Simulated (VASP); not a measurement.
Wanted: the native input for a VASP 6.6.1 run.

```yaml
Task: single point
Functional: r2SCAN
Potentials_or_basis: VASP PAW PBE potentials, release 64 (Ta_pv, F)
Cutoff: 520 eV
k_mesh: 5 × 5 × 5
Occupations: fermi-dirac, width 0.1 eV
Spin: no spin polarisation
Hubbard_terms: Ta d U = 4.0 eV
Dipole_correction: no
Further_INCAR_settings: ALGO = Normal; EDIFF = 1e-07; NBANDS = 24
```

Crystal: TaF3.

```
Ta F
1.0
     4.11434    0.00000    0.00000
     0.00000    4.11434    0.00000
     0.00000    0.00000    4.11434
Ta F
1 3
Direct
  0.00000 0.00000 0.00000
  0.50000 0.00000 0.00000
  0.00000 0.50000 0.00000
  0.00000 0.00000 0.50000
```

These files were run (other wordings do the same):

POSCAR

```
TaF3
1.0
    4.1143419376      0.0000000000      0.0000000000
    0.0000000000      4.1143419376      0.0000000000
    0.0000000000      0.0000000000      4.1143419376
Ta F
1 3
Direct
    0.0000000000      0.0000000000      0.0000000000
    0.5000000000      0.0000000000      0.0000000000
    0.0000000000      0.5000000000      0.0000000000
    0.0000000000      0.0000000000      0.5000000000
```

INCAR.step1

```
SYSTEM = TaF3
PREC = Accurate
ENCUT = 520
ISMEAR = -1
SIGMA = 0.1
LREAL = .False.
LASPH = .True.
NELM = 150
LMAXMIX = 4
LDAU = .True.
LDAUTYPE = 2
LDAUL = 2 -1
LDAUU = 4 0
LDAUJ = 0 0
NBANDS = 24
GGA = PE
ALGO = Normal
EDIFF = 1E-4
LWAVE = .True.
LCHARG = .False.
```

INCAR.step2

```
SYSTEM = TaF3
PREC = Accurate
ENCUT = 520
EDIFF = 1E-7
ISMEAR = -1
SIGMA = 0.1
LREAL = .False.
LASPH = .True.
NELM = 150
ALGO = Normal
ISIF = 2
LWAVE = .False.
LCHARG = .True.
LMAXMIX = 4
LDAU = .True.
LDAUTYPE = 2
LDAUL = 2 -1
LDAUU = 4 0
LDAUJ = 0 0
LDAUPRINT = 1
METAGGA = R2SCAN
LMIXTAU = .True.
LELF = .True.
LVHAR = .True.
NBANDS = 24
ISTART = 1
```

KPOINTS

```
regular mesh
0
Gamma
  5 5 5
  0 0 0
```

Potentials or basis: VASP PAW PBE potentials, release 64 (Ta_pv, F).

Launch:

```bash
$ cat potpaw_PBE.64/Ta_pv/POTCAR potpaw_PBE.64/F/POTCAR > POTCAR
$ cp INCAR.step1 INCAR
$ mpirun -np 1 vasp_std > vasp.out
$ cp INCAR.step2 INCAR
$ mpirun -np 1 vasp_std > vasp.out
```

Results of the run:

| Property | Result |
| --- | --- |
| Pressure | 2.1 GPa |
| Band gap on the k mesh | zero (band 16 reaches 4.71 eV, above the bottom of band 17 at 2.74 eV) |

Caveat: the PAW data sets were made with another functional, which shifts forces and pressure a little; spin-orbit coupling is left out, which moves the levels of the heavy elements; U without spin polarisation on a metal has little footing.

Run time: 51 s on 1 thread of Intel(R) Xeon(R) Platinum 8488C (Sapphire Rapids) (shared host), peak memory 0.19 GiB.
